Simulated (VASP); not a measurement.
# Mg (Im-3m) in VASP: further runs, part 2 of 3

VASP 6.6.1.

### Step 4. Relaxation of cell and atoms, PBEsol, target pressure 75 GPa, at which the enthalpy is minimised

This run uses another cell than the first one, of 12.11 Å³/atom.

The input, INCAR:

```
PREC = Accurate
ENCUT = 600
EDIFF = 1E-6
ISMEAR = 0
SIGMA = 0.1
LREAL = False
LASPH = True
NELM = 80
ALGO = Fast
ISIF = 3
LWAVE = False
LCHARG = False
GGA = PS
IBRION = 2
NSW = 70
EDIFFG = -0.004
PSTRESS = 750.0
```

The input, KPOINTS:

```
Automatic mesh
0
Gamma
  28 28 28
```

The input, POSCAR:

```
Mg
1.0
   -1.4466506730      1.4466506730      1.4466506730
    1.4466506730     -1.4466506730      1.4466506730
    1.4466506730      1.4466506730     -1.4466506730
Mg
1
Direct
    0.0000000000      0.0000000000      0.0000000000
```

Potentials or basis: VASP PAW PBE potentials, release 64 (Mg).

The run is started by

```bash
$ cat potpaw_PBE.64/Mg/POTCAR > POTCAR
$ mpirun -np 1 vasp_std > vasp.out
```

OUTCAR:

```text
PREC = Accurate
   ENCUT = 600
   EDIFF = 1E-6
   ISMEAR = 0
   LREAL = False
   LASPH = True
   NELM = 80
   ISIF = 3
   GGA = PS
   IBRION = 2
   NSW = 70
   EDIFFG = -0.004
   PSTRESS = 750.0

 ion  position               nearest neighbor table
   1  0.000  0.000  0.000-

  LATTYP: Found a body centered cubic cell.
 ALAT       =     2.8933013460

  Lattice vectors:

 A1 = (  -1.4466506730,   1.4466506730,   1.4466506730)
 A2 = (   1.4466506730,  -1.4466506730,   1.4466506730)
 A3 = (   1.4466506730,   1.4466506730,  -1.4466506730)

Analysis of symmetry for initial positions (statically):
=====================================================================
 Subroutine PRICEL returns:
 Original cell was already a primitive cell.

 Routine SETGRP: Setting up the symmetry group for a
 body centered cubic supercell.

 Subroutine GETGRP returns: Found 48 space group operations
 (whereof 48 operations were pure point group operations)
 out of a pool of 48 trial point group operations.

The static configuration has the point symmetry O_h .

Analysis of symmetry for dynamics (positions and initial velocities):
=====================================================================
 Subroutine PRICEL returns:
 Original cell was already a primitive cell.

 Routine SETGRP: Setting up the symmetry group for a
 body centered cubic supercell.

 Subroutine GETGRP returns: Found 48 space group operations
 (whereof 48 operations were pure point group operations)
 out of a pool of 48 trial point group operations.

The dynamic configuration has the point symmetry O_h .

 Subroutine INISYM returns: Found 48 space group operations
 (whereof 48 operations are pure point group operations),
 and found     1 'primitive' translations

----------------------------------------------------------------------------------------

                                     Primitive cell

  volume of cell :      12.1102

  direct lattice vectors                    reciprocal lattice vectors
    -1.446650673  1.446650673  1.446650673     0.000000000  0.345625941  0.345625941
     1.446650673 -1.446650673  1.446650673     0.345625941  0.000000000  0.345625941
     1.446650673  1.446650673 -1.446650673     0.345625941  0.345625941  0.000000000

  length of vectors
     2.505672466  2.505672466  2.505672466     0.488788893  0.488788893  0.488788893

  position of ions in fractional coordinates (direct lattice)
     0.000000000  0.000000000  0.000000000

  ion indices of the primitive-cell ions
   primitive index   ion index
                 1           1

----------------------------------------------------------------------------------------

 KPOINTS: Automatic mesh

Automatic generation of k-mesh.
 Grid dimensions read from file:
 generate k-points for:   28   28   28

 Generating k-lattice:

  Cartesian coordinates                     Fractional coordinates (reciprocal lattice)
     0.000000000  0.012343784  0.012343784     0.035714286  0.000000000  0.000000000
     0.012343784  0.000000000  0.012343784     0.000000000  0.035714286  0.000000000
     0.012343784  0.012343784  0.000000000     0.000000000  0.000000000  0.035714286

  Length of vectors
     0.017456746  0.017456746  0.017456746

  Shift w.r.t. Gamma in fractional coordinates (k-lattice)
     0.000000000  0.000000000  0.000000000

 Subroutine IBZKPT returns following result:
 ===========================================

 Found    624 irreducible k-points:

 Following reciprocal coordinates:
            Coordinates               Weight
  0.000000  0.000000  0.000000      1.000000
  0.035714  0.000000  0.000000     12.000000
  0.071429  0.000000  0.000000     12.000000
  0.107143  0.000000  0.000000     12.000000
  0.142857  0.000000  0.000000     12.000000
  0.178571  0.000000  0.000000     12.000000
[... 16 lines left out ...]
  0.285714  0.035714  0.000000     48.000000
  0.321429  0.035714  0.000000     48.000000
 [... further k-points ...]
   k-points           NKPTS =    624   k-points in BZ     NKDIM =    624   number of bands    NBANDS=      5
   number of dos      NEDOS =    301   number of ions     NIONS =      1
   total plane-waves  NPLWV =   8000
   dimension x,y,z NGX =    20 NGY =   20 NGZ =   20
   dimension x,y,z NGXF=    40 NGYF=   40 NGZF=   40
   ions per type =               1
   NGX,Y,Z   is equivalent  to a cutoff of  13.27, 13.27, 13.27 a.u.
   NGXF,Y,Z  is equivalent  to a cutoff of  26.54, 26.54, 26.54 a.u.
 SYSTEM =  unknown system
   PREC   = accura    normal or accurate (medium, high low for compatibility)
   ISTART =      0    job   : 0-new  1-cont  2-samecut
   ICHARG =      2    charge: 1-file 2-atom 10-const
   ISPIN  =      1    spin polarized calculation?
   LNONCOLLINEAR =      F non collinear calculations
   LSORBIT =      F    spin-orbit coupling
   LASPH  =      T    aspherical Exc in radial PAW
   ENCUT  =  600.0 eV  44.10 Ry    6.64 a.u.   5.00  5.00  5.00*2*pi/ulx,y,z
   NELM   =     80;   NELMIN=  2; NELMDL= -5     # of ELM steps
   EDIFF  = 0.1E-05   stopping-criterion for ELM
   LREAL  =      F    real-space projection
   EDIFFG = -.4E-02   stopping-criterion for IOM
   NSW    =     70    number of steps for IOM
   IBRION =      2    ionic relax: 0-MD 1-quasi-New 2-CG
   NFREE  =      1    steps in history (QN), initial steepest desc. (CG)
   ISIF   =      3    stress and relaxation
   ISYM   =      2    0-nonsym 1-usesym 2-fastsym
   POTIM  = 0.5000    time-step for ionic-motion
   TEBEG  =    0.0;   TEEND  =   0.0 temperature during run
   PSTRESS=  750.0 pullay stress
   NELECT =       2.0000    total number of electrons
   NUPDOWN=      -1.0000    fix difference up-down
   EMIN   =  10.00;   EMAX   =-10.00  energy-range for DOS
   EFERMI =   0.00;   METHOD = LEGACY
   ISMEAR =     0;   SIGMA  =   0.10  broadening in eV -4-tet -1-fermi 0-gaus
   EFERMI_NEDOS =   21; number of points for ismear=-14 and -15
   IALGO  =     68    algorithm
   IMIX   =      4    mixing-type and parameters
     AMIX     =   0.40;   BMIX     =  1.00
     AMIX_MAG =   1.60;   BMIX_MAG =  1.00
  volume/ion in A,a.u.               =      12.11        81.72
  Fermi-wavevector in a.u.,A,eV,Ry     =   0.898189  1.697331 10.976416  0.806744
  Thomas-Fermi vector in A             =   2.020867
   LORBIT       =      0    0 simple, 1 ext, 2 COOP (PROOUT), +10 PAW based schemes
   GGA     = PS    functional components
   LHFCALC =     F    Hartree Fock is set to
   AEXX    =    0.0000 exact exchange contribution
   IVDW    =     0    specifies the selected vdW correction
   LEPSILON=     F    determine dielectric tensor
   LRPA    =     F    only Hartree local field effects (RPA)
 conjugate gradient relaxation of ions
 non-spin polarized calculation
 RMM-DIIS sequential band-by-band and
 Gauss-broadening in eV      SIGMA  =   0.10
  energy-cutoff  :      600.00
  volume of cell :       12.11
 maximum number of plane-waves:       420
   NGX =  9   NGY =  9   NGZ =  9

--------------------------------------- Ionic step        1  -------------------------------------------

 number of electron       2.0000000 magnetization

 Free energy of the ion-electron system (eV)
  ---------------------------------------------------
  ext. energy  EPLUGINS =         0.00000000
  ---------------------------------------------------
  free energy    TOTEN  =        -0.20769822 eV

  energy without entropy =       -0.20630844  energy(sigma->0) =       -0.20700333

------------------------ aborting loop because EDIFF is reached ----------------------------------------

  FORCE on cell =-STRESS in cart. coord.  units (eV):
  Direction    XX          YY          ZZ          XY          YZ          ZX
  --------------------------------------------------------------------------------------
  -------------------------------------------------------------------------------------
  Total        5.8067202      5.8067202      5.8067202      0.0000000      0.0000000     -0.0000000
  in kB      768.2286034    768.2286034    768.2286034      0.0000000      0.0000000     -0.0000000
  external PRESSURE =      18.2286034 kB  Pullay stress =     750.0000000 kB
[... 61 lines left out ...]
--------------------------------------- Ionic step        3  -------------------------------------------

 number of electron       2.0000000 magnetization

 Free energy of the ion-electron system (eV)
  ---------------------------------------------------
  ext. energy  EPLUGINS =         0.00000000
  ---------------------------------------------------
  free energy    TOTEN  =        -0.24640932 eV

  energy without entropy =       -0.24501550  energy(sigma->0) =       -0.24571241

 E-fermi :   6.9862     XC(G=0): -10.7948

 val. band max:        6.9848962609   @ k =  -0.4643  -0.4643   0.2500
 cond. band min:       6.9952054954   @ k =   0.3929   0.2143   0.0000
 fundamental gap:      0.0103092345
 Fermi energy:         6.9861907396

 k-point     1 :       0.0000    0.0000    0.0000
  band No.  band energies     occupation
      1      -3.1674      2.00000
      2      24.8536      0.00000
      3      24.8536      0.00000
      4      24.8536      0.00000
      5      27.7137      0.00000
[... 177 lines left out ...]
 k-point    24 :       0.3214    0.0357    0.0000
  band No.  band energies     occupation
      1       0.8740      2.00000
      2      11.1267      0.00000
      3      18.5715      0.00000
      4      22.8874      0.00000
      5      22.9728      0.00000

 [... further k-points ...]

------------------------ aborting loop because EDIFF is reached ----------------------------------------

  FORCE on cell =-STRESS in cart. coord.  units (eV):
  Direction    XX          YY          ZZ          XY          YZ          ZX
  --------------------------------------------------------------------------------------
  -------------------------------------------------------------------------------------
  Total        5.7072470      5.7072470      5.7072470     -0.0000000     -0.0000000     -0.0000000
  in kB      750.0076654    750.0076654    750.0076654     -0.0000000     -0.0000000     -0.0000000
  external PRESSURE =       0.0076654 kB  Pullay stress =     750.0000000 kB
[... 20 lines left out ...]
  energy  without entropy=       -0.2450154997  energy(sigma->0) =       -0.24571241

  enthalpy is  TOTEN    =         5.4607792987 eV   P V=        5.7071886210

 reached required accuracy - stopping structural energy minimisation
```

CONTCAR:

```text
Mg
   1.00000000000000
    -1.4498971112938426    1.4498971112938426    1.4498971112938426
     1.4498971112938426   -1.4498971112938426    1.4498971112938426
     1.4498971112938426    1.4498971112938426   -1.4498971112938426
  Mg
     1
Direct
     0.0000000000000000    0.0000000000000000    0.0000000000000000

  0.00000000E+00  0.00000000E+00  0.00000000E+00
```

It took 84 s on 1 thread of Intel Xeon 8259CL, shared host; peak memory 0.18 GiB.

What came out:

```yaml
Free_energy: -0.2464 eV
Relaxed_volume: 12.19 Å³/atom
Relaxed_cell: a = 2.511 Å, b = 2.511 Å, c = 2.511 Å, α = 109.47°, β = 109.47°, γ = 109.47°
Space_group_after_relaxing_to_0.1_Å: Im-3m (No. 229)
Energy_change_on_relaxing_the_run_minimises_the_enthalpy: -38.7 meV/atom
Ionic_steps: 3
Pressure_after_relaxing: 75.0 GPa
Band_gap_on_the_k_mesh: zero (bands 1 and 2 overlap by 4.80 eV)
```

The path:
```tsv
step	energy change (eV)	largest force (eV/Å)	pressure (GPa)	volume (Å³)
1	0.0000	0.0000	76.82	12.11
2	-0.1125	0.0000	71.54	12.35
3	-0.0387	0.0000	75.00	12.19
```

Final structure:
```cif
data_structure
_symmetry_space_group_name_H-M 'P 1'
_symmetry_Int_Tables_number 1
_cell_length_a 2.5113
_cell_length_b 2.5113
_cell_length_c 2.5113
_cell_angle_alpha 109.471
_cell_angle_beta 109.471
_cell_angle_gamma 109.471
_cell_volume 12.19
loop_
_atom_site_label
_atom_site_type_symbol
_atom_site_fract_x
_atom_site_fract_y
_atom_site_fract_z
_atom_site_occupancy
Mg1 Mg 0.00000 0.00000 0.00000 1
```

Caveat: the cell is relaxed towards a set pressure, so the run minimises the enthalpy, not the energy; the PAW data sets were made with another functional, which shifts forces and pressure a little.

### Step 5. Relaxation of cell and atoms, PBEsol, target pressure 100 GPa, at which the enthalpy is minimised

This run uses another cell than the first one, of 12.11 Å³/atom.

The input, INCAR:

```
ALGO = Normal ; EDIFF = 1E-6
EDIFFG = -0.004 ; ENCUT = 600
GGA = PS ; IBRION = 2
ISIF = 3 ; ISMEAR = 0
LASPH = True ; LCHARG = False
LREAL = False ; LWAVE = False
NELM = 80 ; NSW = 70
PREC = Accurate ; PSTRESS = 1000.0
SIGMA = 0.1
```

The input, KPOINTS:

```
k-points
0
Gamma
  28 28 28
```

POSCAR is that of step 4.

The run is started by

```bash
$ cat potpaw_PBE.64/Mg/POTCAR > POTCAR
$ mpirun -np 1 vasp_std > vasp.out
```

Run time: 2.2 min. Hardware: 1 thread of Intel Xeon 8259CL, shared host; peak memory 0.19 GiB.

Results (log left out):

- Free energy: 0.2785 eV
- Relaxed volume: 11.22 Å³/atom
- Relaxed cell: a = 2.443 Å, b = 2.443 Å, c = 2.443 Å, α = 109.47°, β = 109.47°, γ = 109.47°
- Space group after relaxing (to 0.1 Å): Im-3m (No. 229)
- Energy change on relaxing (the run minimises the enthalpy): +486.2 meV/atom
- Ionic steps: 7
- Pressure after relaxing: 100.0 GPa
- Band gap on the k mesh: zero (bands 1 and 2 overlap by 4.73 eV)

Step by step:
```csv
step,energy change (eV),largest force (eV/Å),pressure (GPa),volume (Å³)
1,0.0000,0.0000,76.82,12.11
2,2.1362,0.0000,183.43,9.29
3,0.4496,0.0000,98.23,11.28
4,0.4824,0.0000,99.81,11.23
5,0.4932,0.0000,100.33,11.21
6,0.4728,0.0000,99.35,11.24
7,0.4862,0.0000,100.00,11.22
```

Final structure:
```
CELL_PARAMETERS angstrom
-1.41044 1.41044 1.41044
1.41044 -1.41044 1.41044
1.41044 1.41044 -1.41044
ATOMIC_POSITIONS crystal
Mg 0.00000 0.00000 0.00000
```

Levels at points of the mesh, in eV from the Fermi level:
```tsv
k point	band 1	band 2	band 3	band 4	band 5
(0.00, 0.00, 0.00)	-10.61	18.62	18.62	18.62	21.61
(0.50, 0.00, 0.00)	-2.48	-0.97	11.39	15.90	16.91
(0.50, 0.50, 0.50)	3.76	3.76	6.95	6.95	6.95
```

Caveat: the cell is relaxed towards a set pressure, so the run minimises the enthalpy, not the energy; the PAW data sets were made with another functional, which shifts forces and pressure a little.

(Continued in part 3 of 3.)

The gap in the log of VASP goes by the Fermi energy; the results here count the filled bands.